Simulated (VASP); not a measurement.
# Al5Cu3 (P4/mmm) in VASP: notebook

Al5Cu3 is run at these levels: PBE; tasks: relaxation of cell and atoms.

Everything below comes from runs of VASP 6.6.1. Logs are shortened: lines on timing, memory, paths and dates and some standing lists are left out, and cuts for length are marked.

**1. The cell of the first run**

Symmetry: P4/mmm, No. 123, tetragonal system. Conventional cell: a = 5.574 Å, b = 5.574 Å, c = 3.708 Å, α = 90.00°, β = 90.00°, γ = 90.00°. Within 4.0 Å of Al (site symmetry 4/mmm) lie 10 Al at 2.73 to 3.71 Å and 8 Cu at 2.79 to 3.94 Å. Al (site symmetry m2m) has 6 Cu at 2.68 to 2.71 Å and 6 Al at 2.73 to 2.84 Å within 3.5 Å. Cu (site symmetry 4/mmm) has 8 Al at 2.68 Å and 4 Cu at 2.79 Å within 3.5 Å. Cu (site symmetry mmm) has 10 Al at 2.71 to 2.79 Å and 8 Cu at 2.79 to 3.94 Å within 4.0 Å.

**2. Relaxation of cell and atoms, PBE**

INCAR reads:

```
ALGO = Fast
EDIFF = 1E-6
EDIFFG = -0.01
ENCUT = 600
GGA = PE
IBRION = 2
ISIF = 3
ISMEAR = 0
LASPH = T
LCHARG = F
LREAL = F
LWAVE = F
NELM = 80
NSW = 100
PREC = Accurate
SIGMA = 0.1
```

KPOINTS reads:

```
k-points
0
Gamma
  6 6 8
```

POSCAR reads:

```
Al5Cu3
1.0
    5.5738996783      0.0000000000      0.0000000000
    0.0000000000      5.5738996783      0.0000000000
    0.0000000000      0.0000000000      3.7078457305
Al Cu
5 3
Direct
    0.0000000000      0.0000000000      0.0000000000
    0.7453496999      0.2546503001      0.5000000000
    0.2546503001      0.7453496999      0.5000000000
    0.2546503001      0.2546503001      0.5000000000
    0.7453496999      0.7453496999      0.5000000000
    0.5000000000      0.5000000000      0.0000000000
    0.5000000000      0.0000000000      0.0000000000
    0.0000000000      0.5000000000      0.0000000000
```

Potentials or basis: VASP PAW PBE potentials, release 64 (Al, Cu).

The run is started by

```sh
$ cat potpaw_PBE.64/Al/POTCAR potpaw_PBE.64/Cu/POTCAR > POTCAR
$ mpirun -np 1 vasp_std > vasp.out
```

OUTCAR:

```text
EDIFF = 1E-6
   EDIFFG = -0.01
   ENCUT = 600
   GGA = PE
   IBRION = 2
   ISIF = 3
   ISMEAR = 0
   LASPH = T
   LREAL = F
   NELM = 80
   NSW = 100
   PREC = Accurate

 ion  position               nearest neighbor table
   1  0.000  0.000  0.000-   2 2.73   3 2.73   4 2.73   5 2.73   2 2.73   3 2.73   4 2.73   5 2.73
                             7 2.79   8 2.79   8 2.79   7 2.79
   2  0.745  0.255  0.500-   6 2.68   6 2.68   8 2.71   7 2.71   7 2.71   8 2.71   1 2.73   1 2.73
                             5 2.74   4 2.74   4 2.84   5 2.84
   3  0.255  0.745  0.500-   6 2.68   6 2.68   8 2.71   7 2.71   7 2.71   8 2.71   1 2.73   1 2.73
                             5 2.74   4 2.74   4 2.84   5 2.84
   4  0.255  0.255  0.500-   6 2.68   6 2.68   8 2.71   7 2.71   7 2.71   8 2.71   1 2.73   1 2.73
                             3 2.74   2 2.74   3 2.84   2 2.84
   5  0.745  0.745  0.500-   6 2.68   6 2.68   8 2.71   7 2.71   7 2.71   8 2.71   1 2.73   1 2.73
                             3 2.74   2 2.74   3 2.84   2 2.84
   6  0.500  0.500  0.000-   2 2.68   3 2.68   4 2.68   5 2.68   2 2.68   3 2.68   4 2.68   5 2.68
                             7 2.79   8 2.79   7 2.79   8 2.79
   7  0.500  0.000  0.000-   2 2.71   3 2.71   4 2.71   5 2.71   2 2.71   3 2.71   4 2.71   5 2.71
                             1 2.79   6 2.79   6 2.79   1 2.79
   8  0.000  0.500  0.000-   2 2.71   3 2.71   4 2.71   5 2.71   2 2.71   3 2.71   4 2.71   5 2.71
                             1 2.79   6 2.79   1 2.79   6 2.79

  LATTYP: Found a simple tetragonal cell.
 ALAT       =     5.5738996783
 C/A-ratio  =     0.6652157277

  Lattice vectors:

 A1 = (   5.5738996783,   0.0000000000,   0.0000000000)
 A2 = (   0.0000000000,   5.5738996783,   0.0000000000)
 A3 = (   0.0000000000,   0.0000000000,   3.7078457305)

Analysis of symmetry for initial positions (statically):
=====================================================================
 Subroutine PRICEL returns:
 Original cell was already a primitive cell.

 Routine SETGRP: Setting up the symmetry group for a
 simple tetragonal supercell.

 Subroutine GETGRP returns: Found 16 space group operations
 (whereof 16 operations were pure point group operations)
 out of a pool of 16 trial point group operations.

The static configuration has the point symmetry D_4h.

Analysis of symmetry for dynamics (positions and initial velocities):
=====================================================================
 Subroutine PRICEL returns:
 Original cell was already a primitive cell.

 Routine SETGRP: Setting up the symmetry group for a
 simple tetragonal supercell.

 Subroutine GETGRP returns: Found 16 space group operations
 (whereof 16 operations were pure point group operations)
 out of a pool of 16 trial point group operations.

The dynamic configuration has the point symmetry D_4h.

 Subroutine INISYM returns: Found 16 space group operations
 (whereof 16 operations are pure point group operations),
 and found     1 'primitive' translations

----------------------------------------------------------------------------------------

                                     Primitive cell

  volume of cell :     115.1967

  direct lattice vectors                    reciprocal lattice vectors
     5.573899678  0.000000000  0.000000000     0.179407606  0.000000000  0.000000000
     0.000000000  5.573899678  0.000000000     0.000000000  0.179407606  0.000000000
     0.000000000  0.000000000  3.707845730     0.000000000  0.000000000  0.269698384

  length of vectors
     5.573899678  5.573899678  3.707845730     0.179407606  0.179407606  0.269698384

  position of ions in fractional coordinates (direct lattice)
     0.000000000  0.000000000  0.000000000
     0.745349700  0.254650300  0.500000000
     0.254650300  0.745349700  0.500000000
     0.254650300  0.254650300  0.500000000
     0.745349700  0.745349700  0.500000000
     0.500000000  0.500000000  0.000000000
     0.500000000  0.000000000  0.000000000
     0.000000000  0.500000000  0.000000000

  ion indices of the primitive-cell ions
   primitive index   ion index
                 1           1
                 2           2
                 3           3
                 4           4
                 5           5
                 6           6
                 7           7
                 8           8

----------------------------------------------------------------------------------------

 KPOINTS: k-points

Automatic generation of k-mesh.
 Grid dimensions read from file:
 generate k-points for:    6    6    8

 Generating k-lattice:

  Cartesian coordinates                     Fractional coordinates (reciprocal lattice)
     0.029901268  0.000000000  0.000000000     0.166666667  0.000000000  0.000000000
     0.000000000  0.029901268  0.000000000     0.000000000  0.166666667  0.000000000
     0.000000000  0.000000000  0.033712298     0.000000000  0.000000000  0.125000000

  Length of vectors
     0.029901268  0.029901268  0.033712298

  Shift w.r.t. Gamma in fractional coordinates (k-lattice)
     0.000000000  0.000000000  0.000000000

 Subroutine IBZKPT returns following result:
 ===========================================

 Found     50 irreducible k-points:

 Following reciprocal coordinates:
            Coordinates               Weight
  0.000000  0.000000  0.000000      1.000000
  0.166667  0.000000  0.000000      4.000000
  0.333333  0.000000  0.000000      4.000000
  0.500000  0.000000  0.000000      2.000000
  0.166667  0.166667  0.000000      4.000000
  0.333333  0.166667  0.000000      8.000000
[... 16 lines left out ...]
  0.333333  0.000000  0.250000      8.000000
  0.500000  0.000000  0.250000      4.000000
 [... further k-points ...]
   k-points           NKPTS =     50   k-points in BZ     NKDIM =     50   number of bands    NBANDS=     29
   number of dos      NEDOS =    301   number of ions     NIONS =      8
   total plane-waves  NPLWV =  69120
   dimension x,y,z NGX =    48 NGY =   48 NGZ =   30
   dimension x,y,z NGXF=    96 NGYF=   96 NGZF=   60
   ions per type =               5   3
   NGX,Y,Z   is equivalent  to a cutoff of  14.32, 14.32, 13.45 a.u.
   NGXF,Y,Z  is equivalent  to a cutoff of  28.63, 28.63, 26.90 a.u.
 SYSTEM =  unknown system
   PREC   = accura    normal or accurate (medium, high low for compatibility)
   ISTART =      0    job   : 0-new  1-cont  2-samecut
   ICHARG =      2    charge: 1-file 2-atom 10-const
   ISPIN  =      1    spin polarized calculation?
   LNONCOLLINEAR =      F non collinear calculations
   LSORBIT =      F    spin-orbit coupling
   LASPH  =      T    aspherical Exc in radial PAW
   ENCUT  =  600.0 eV  44.10 Ry    6.64 a.u.  11.13 11.13  7.41*2*pi/ulx,y,z
   NELM   =     80;   NELMIN=  2; NELMDL= -5     # of ELM steps
   EDIFF  = 0.1E-05   stopping-criterion for ELM
   LREAL  =      F    real-space projection
   EDIFFG = -.1E-01   stopping-criterion for IOM
   NSW    =    100    number of steps for IOM
   IBRION =      2    ionic relax: 0-MD 1-quasi-New 2-CG
   NFREE  =      1    steps in history (QN), initial steepest desc. (CG)
   ISIF   =      3    stress and relaxation
   ISYM   =      2    0-nonsym 1-usesym 2-fastsym
   POTIM  = 0.5000    time-step for ionic-motion
   TEBEG  =    0.0;   TEEND  =   0.0 temperature during run
   PSTRESS=    0.0 pullay stress
   NELECT =      48.0000    total number of electrons
   NUPDOWN=      -1.0000    fix difference up-down
   EMIN   =  10.00;   EMAX   =-10.00  energy-range for DOS
   EFERMI =   0.00;   METHOD = LEGACY
   ISMEAR =     0;   SIGMA  =   0.10  broadening in eV -4-tet -1-fermi 0-gaus
   EFERMI_NEDOS =   21; number of points for ismear=-14 and -15
   IALGO  =     68    algorithm
   IMIX   =      4    mixing-type and parameters
     AMIX     =   0.40;   BMIX     =  1.00
     AMIX_MAG =   1.60;   BMIX_MAG =  1.00
  volume/ion in A,a.u.               =      14.40        97.17
  Fermi-wavevector in a.u.,A,eV,Ry     =   1.222762  2.310685 20.342708  1.495147
  Thomas-Fermi vector in A             =   2.357897
   LORBIT       =      0    0 simple, 1 ext, 2 COOP (PROOUT), +10 PAW based schemes
   GGA     = PE    functional components
   LHFCALC =     F    Hartree Fock is set to
   AEXX    =    0.0000 exact exchange contribution
   IVDW    =     0    specifies the selected vdW correction
   LEPSILON=     F    determine dielectric tensor
   LRPA    =     F    only Hartree local field effects (RPA)
 conjugate gradient relaxation of ions
 non-spin polarized calculation
 RMM-DIIS sequential band-by-band and
 Gauss-broadening in eV      SIGMA  =   0.10
  energy-cutoff  :      600.00
  volume of cell :      115.20
 maximum number of plane-waves:      3896
 NGX is ok and might be reduce to    48
   NGX = 23   NGY = 23   NGZ = 15

--------------------------------------- Ionic step        1  -------------------------------------------

 number of electron      48.0000062 magnetization

 Free energy of the ion-electron system (eV)
  ---------------------------------------------------
  ext. energy  EPLUGINS =         0.00000000
  ---------------------------------------------------
  free energy    TOTEN  =       -30.56832265 eV

  energy without entropy =      -30.55178512  energy(sigma->0) =      -30.56005388

------------------------ aborting loop because EDIFF is reached ----------------------------------------

  FORCE on cell =-STRESS in cart. coord.  units (eV):
  Direction    XX          YY          ZZ          XY          YZ          ZX
  --------------------------------------------------------------------------------------
  -------------------------------------------------------------------------------------
  Total       -0.4714435     -0.4714435      1.6399688      0.0000000     -0.0000000      0.0000000
  in kB       -6.5569267     -6.5569267     22.8089981      0.0000000     -0.0000000      0.0000000
  external PRESSURE =       3.2317149 kB  Pullay stress =       0.0000000 kB
[... 237 lines left out ...]
  energy  without entropy=      -30.5849116001  energy(sigma->0) =      -30.58954542

--------------------------------------- Ionic step        7  -------------------------------------------

 number of electron      48.0000021 magnetization

 Free energy of the ion-electron system (eV)
  ---------------------------------------------------
  ext. energy  EPLUGINS =         0.00000000
  ---------------------------------------------------
  free energy    TOTEN  =       -30.59443094 eV

  energy without entropy =      -30.58523928  energy(sigma->0) =      -30.58983511

 E-fermi :   8.2581     XC(G=0): -11.0463

 val. band max:        8.2426823700   @ k =   0.5000   0.5000   0.1250
 cond. band min:       8.3326942245   @ k =   0.5000   0.1667   0.5000
 fundamental gap:      0.0900118545
 Fermi energy:         8.2580642197

 k-point     1 :       0.0000    0.0000    0.0000
  band No.  band energies     occupation
      1      -2.7483      2.00000
      2       1.4383      2.00000
      3       2.0474      2.00000
      4       2.0474      2.00000
      5       2.1075      2.00000
      6       3.5752      2.00000
[... 757 lines left out ...]
     28       9.8767      0.00000
     29      10.2737      0.00000

 [... further k-points ...]
[... 5 lines left out ...]
  --------------------------------------------------------------------------------------
  -------------------------------------------------------------------------------------
  Total        0.0064095      0.0064095     -0.0220901      0.0000000     -0.0000000      0.0000000
  in kB        0.0887972      0.0887972     -0.3060383      0.0000000     -0.0000000      0.0000000
  external PRESSURE =      -0.0428147 kB  Pullay stress =       0.0000000 kB
[... 23 lines left out ...]
  FREE ENERGIE OF THE ION-ELECTRON SYSTEM (eV)
  ---------------------------------------------------
  free  energy   TOTEN  =       -30.5944309441 eV

  energy  without entropy=      -30.5852392849  energy(sigma->0) =      -30.58983511

 reached required accuracy - stopping structural energy minimisation
```

Wall time 18 min (1 thread of Intel Xeon Platinum 8259CL at 2.50GHz (Skylake/Cascade Lake), shared host); peak memory 0.38 GiB.

Results:

```
Free energy                           : -30.5944 eV
Relaxed volume                        : 14.46 Å³/atom
Relaxed cell                          : a = 5.524 Å, b = 5.524 Å, c = 3.790 Å, α = 90.00°, β = 90.00°, γ = 90.00°
Space group after relaxing (to 0.1 Å) : P4/mmm (No. 123)
Energy gained by relaxing             : 3.3 meV/atom
Ionic steps                           : 7
Pressure after relaxing               : 0.0 GPa
Largest force after relaxing          : 0.008 eV/Å
Band gap on the k mesh                : zero (bands 24 and 25 overlap by 3.40 eV)
```

Forces on the atoms (eV/Å):
```
Al   0.000  0.000  0.000
Al   0.006 -0.006  0.000
Al  -0.006  0.006  0.000
Al  -0.006 -0.006  0.000
Al   0.006  0.006  0.000
Cu   0.000  0.000  0.000
Cu   0.000  0.000  0.000
Cu   0.000  0.000  0.000
```

The path:
```
step  energy change (eV)  largest force (eV/Å)  pressure (GPa)  volume (Å³)
   1              0.0000                0.0388            0.32       115.20
   2             -0.0164                0.0005            0.12       115.68
   3             -0.0239                0.0698           -0.71       116.36
   4             -0.0243                0.0552           -0.50       116.21
   5             -0.0257                0.0337            0.40       115.36
   6             -0.0259                0.0400            0.09       115.59
   7             -0.0261                0.0084            0.00       115.65
```

Final structure:
```
CELL_PARAMETERS angstrom
5.52400 0.00000 0.00000
0.00000 5.52400 0.00000
0.00000 0.00000 3.78988
ATOMIC_POSITIONS crystal
Al 0.00000 0.00000 0.00000
Al 0.74544 0.25456 0.50000
Al 0.25456 0.74544 0.50000
Al 0.25456 0.25456 0.50000
Al 0.74544 0.74544 0.50000
Cu 0.50000 0.50000 0.00000
Cu 0.50000 0.00000 0.00000
Cu 0.00000 0.50000 0.00000
```

**3. Relaxation of cell and atoms, PBE**

This run uses another cell than the first one, of 14.32 Å³/atom.

INCAR reads:

```
SYSTEM = Al5Cu3
PREC     = Accurate       ! precision mode
ENCUT    = 600            ! plane-wave cutoff, eV
EDIFF    = 1E-6           ! SCF threshold, eV
ISMEAR   = 0              ! smearing method
SIGMA    = 0.1            ! smearing width, eV
LREAL    = .FALSE.        ! projectors in reciprocal space
LASPH    = .TRUE.         ! aspherical terms in the spheres
NELM     = 60             ! most SCF steps
ALGO     = Fast           ! electronic algorithm
ISIF     = 3              ! what is computed and relaxed
LWAVE    = .FALSE.        ! write WAVECAR
LCHARG   = .FALSE.        ! write CHGCAR
GGA      = PE             ! functional
IBRION   = 2              ! ionic algorithm
NSW      = 100            ! ionic steps
EDIFFG   = -0.01          ! ionic threshold
```

KPOINTS reads:

```
regular mesh
0
G
  12 12 2
  0 0 0
```

POSCAR reads:

```
Al5Cu3
1.0
    2.7752841689      0.0000000000      0.0000000000
    0.0000000000      2.7752841689      0.0000000000
    0.0000000000      0.0000000000     14.8714399169
Al Cu
5 3
Direct
    0.0000000000      0.0000000000      0.8525582991
    0.0000000000      0.0000000000      0.1474417009
    0.0000000000      0.0000000000      0.3815381845
    0.0000000000      0.0000000000      0.6184618155
    0.5000000000      0.5000000000      0.0000000000
    0.5000000000      0.5000000000      0.2639071793
    0.5000000000      0.5000000000      0.5000000000
    0.5000000000      0.5000000000      0.7360928207
```

Potentials or basis: VASP PAW PBE potentials, release 64 (Al, Cu).

The run is started by

```sh
$ cat potpaw_PBE.64/Al/POTCAR potpaw_PBE.64/Cu/POTCAR > POTCAR
$ mpirun -np 1 vasp_std > vasp.out
```

Run time: 59 min. Hardware: 1 thread of Intel Xeon Platinum 8259CL at 2.50GHz (Skylake/Cascade Lake), shared host; peak memory 0.4 GiB.

Results (log left out):

- Free energy: -30.9024 eV
- Relaxed volume: 14.30 Å³/atom
- Relaxed cell: a = 2.815 Å, b = 2.815 Å, c = 14.441 Å, α = 90.00°, β = 90.00°, γ = 90.00°
- Space group after relaxing (to 0.1 Å): P4/mmm (No. 123)
- Energy gained by relaxing: 3.5 meV/atom
- Ionic steps: 29
- Pressure after relaxing: 0.0 GPa
- Largest force after relaxing: 0.009 eV/Å
- Band gap on the k mesh: zero (bands 24 and 25 overlap by 4.83 eV)

Forces in eV/Å, atoms in the order of the input:
```
Al   0.000  0.000  0.007
Al   0.000  0.000 -0.007
Al   0.000  0.000 -0.002
Al   0.000  0.000  0.002
Al   0.000  0.000  0.000
Cu   0.000  0.000 -0.009
Cu   0.000  0.000  0.000
Cu   0.000  0.000  0.009
```

Step by step:
```tsv
step	energy change (eV)	largest force (eV/Å)	pressure (GPa)	volume (Å³)
1	0.0000	0.1071	0.21	114.54
2	-0.0075	0.0913	-0.07	114.85
3	-0.0216	0.0285	-0.96	115.73
4	-0.0267	0.0334	-0.48	115.07
5	-0.0281	0.0379	-0.05	114.52
6	-0.0281	0.0382	-0.08	114.49
7	-0.0281	0.0389	0.06	114.41
8	-0.0281	0.0385	-0.04	114.46
9	-0.0282	0.0289	-0.02	114.43
10	-0.0283	0.0097	0.16	114.36
11	-0.0284	0.0179	-0.07	114.44
12	-0.0284	0.0116	-0.01	114.41
13	-0.0284	0.0121	0.01	114.41
14	-0.0284	0.0136	-0.09	114.41
15	-0.0284	0.0105	-0.10	114.36
16	-0.0282	0.0100	0.15	114.20
17	-0.0283	0.0124	0.09	114.28
18	-0.0283	0.0129	0.25	114.32
19	-0.0283	0.0125	0.13	114.35
20	-0.0284	0.0124	0.10	114.35
21	-0.0284	0.0123	0.10	114.35
22	-0.0284	0.0126	-0.06	114.36
23	-0.0283	0.0110	0.07	114.33
24	-0.0283	0.0111	-0.08	114.33
25	-0.0283	0.0107	0.27	114.33
26	-0.0283	0.0128	-0.01	114.33
27	-0.0283	0.0092	0.13	114.33
28	-0.0284	0.0097	0.11	114.35
29	-0.0284	0.0093	0.01	114.40
```

Final structure:
```cif
data_structure
_symmetry_space_group_name_H-M 'P 1'
_symmetry_Int_Tables_number 1
_cell_length_a 2.8145
_cell_length_b 2.8145
_cell_length_c 14.4412
_cell_angle_alpha 90.000
_cell_angle_beta 90.000
_cell_angle_gamma 90.000
_cell_volume 114.40
loop_
_atom_site_label
_atom_site_type_symbol
_atom_site_fract_x
_atom_site_fract_y
_atom_site_fract_z
_atom_site_occupancy
Al1 Al 0.00000 0.00000 0.85467 1
Al2 Al 0.00000 0.00000 0.14533 1
Al3 Al 0.00000 0.00000 0.38159 1
Al4 Al 0.00000 0.00000 0.61841 1
Al5 Al 0.50000 0.50000 0.00000 1
Cu1 Cu 0.50000 0.50000 0.26393 1
Cu2 Cu 0.50000 0.50000 0.50000 1
Cu3 Cu 0.50000 0.50000 0.73607 1
```

Levels at points of the mesh, in eV from the Fermi level:
```
           k point  band 21  band 22  band 23  band 24  band 25  band 26  band 27  band 28
(0.00, 0.00, 0.00)    -3.21    -3.16    -0.47     1.83     6.25     6.36     6.36     6.95
(0.50, 0.00, 0.00)    -3.48    -2.56    -2.52    -1.87    -1.69     0.56     0.61     0.81
(0.50, 0.50, 0.00)    -1.49    -0.58    -0.54     0.65     0.66     0.72     0.72     0.98
(0.00, 0.00, 0.50)    -3.22    -2.15    -1.58     2.88     4.88     6.25     6.53     6.53
(0.50, 0.00, 0.50)    -3.00    -2.82    -2.47    -1.64    -1.62    -0.42     0.02     2.21
(0.50, 0.50, 0.50)    -0.54    -0.47    -0.47    -0.43    -0.43     0.60     0.76     0.91
```

The gap in the log of VASP goes by the Fermi energy; the results here count the filled bands.